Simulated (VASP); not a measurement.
Write the native input for VASP 6.6.1 that does the following.

```
Task                   : single point
Functional             : PBE
Potentials or basis    : VASP PAW PBE potentials, release 64 (Mg, B)
Cutoff                 : 600 eV
k mesh                 : 22 × 22 × 16
Occupations            : gaussian, width 0.1 eV
Spin                   : no spin polarisation
Dipole correction      : no
Further INCAR settings : ALGO = Normal; EDIFF = 1e-06; NBANDS = 10
```

The structure of MgB lies in POSCAR:

```
MgB
1.0
    2.8991104947      0.0000000000      0.0000000000
    0.0000000000      2.8991104947      0.0000000000
    0.0000000000      0.0000000000      2.8832307962
Mg B
1 1
Direct
    0.0000000000      0.0000000000      0.0000000000
    0.5000000000      0.5000000000      0.5000000000
```

The input as run:

INCAR

```
SYSTEM = MgB
ALGO     = Normal         ! electronic algorithm
EDIFF    = 1E-6           ! SCF threshold, eV
ENCUT    = 600            ! plane-wave cutoff, eV
GGA      = PE             ! functional
GGA_COMPAT= .False.      
ISIF     = 2              ! what is computed and relaxed
ISMEAR   = 0              ! smearing method
LASPH    = .True.         ! aspherical terms in the spheres
LCHARG   = .False.        ! write CHGCAR
LREAL    = .False.        ! projectors in reciprocal space
LWAVE    = .False.        ! write WAVECAR
NBANDS   = 10             ! bands
NELM     = 120            ! most SCF steps
PREC     = Accurate       ! precision mode
SIGMA    = 0.1            ! smearing width, eV
```

KPOINTS

```
k-points
0
Gamma
  22 22 16
  0 0 0
```

Potentials or basis: VASP PAW PBE potentials, release 64 (Mg, B).

Launch:

```bash
$ cat potpaw_PBE.64/Mg/POTCAR potpaw_PBE.64/B/POTCAR > POTCAR
$ mpirun -np 1 vasp_std > vasp.out
```

It gave:

```yaml
Pressure: -0.2 GPa
```

It took 73 s on 1 thread of AMD EPYC 9R45 96-Core Processor (Zen 5) (shared host), peak memory 0.31 GiB.
